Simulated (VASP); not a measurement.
Input of a VASP 6.6.1 run:

INCAR

```
ALGO = Fast ; EDIFF = 1E-6
EDIFFG = -0.01 ; ENCUT = 600
GGA = PS ; IBRION = 2
ISIF = 3 ; ISMEAR = 0
LASPH = T ; LCHARG = F
LREAL = F ; LWAVE = F
NELM = 80 ; NSW = 80
PREC = Accurate ; SIGMA = 0.1
```

KPOINTS

```
k-points
0
Gamma
  18 18 18
```

The input POSCAR:

```
Pd
1.0
    0.0000000000      1.9367696310      1.9367696310
    1.9367696310      0.0000000000      1.9367696310
    1.9367696310      1.9367696310      0.0000000000
Pd
1
Direct
    0.0000000000      0.0000000000      0.0000000000
```

Potentials or basis: VASP PAW PBE potentials, release 64 (Pd).

Run with:

```console
$ cat potpaw_PBE.64/Pd/POTCAR > POTCAR
$ mpirun -np 1 vasp_std > vasp.out
```

Task: Estimate the relaxed volume.

Result: 14.52 Å³/atom.

Task: What does it give for the relaxed cell?

Result: a = 2.738 Å, b = 2.738 Å, c = 2.738 Å, α = 60.00°, β = 60.00°, γ = 60.00°.

Task: Estimate the band gap on the k mesh.

Result: Zero (bands 5 and 6 overlap by 1.63 eV).

Final structure:
```
CELL_PARAMETERS angstrom
0.00000 1.93626 1.93626
1.93626 0.00000 1.93626
1.93626 1.93626 0.00000
ATOMIC_POSITIONS crystal
Pd 0.00000 0.00000 0.00000
```

Caveat: the PAW data sets were made with another functional, which shifts forces and pressure a little.
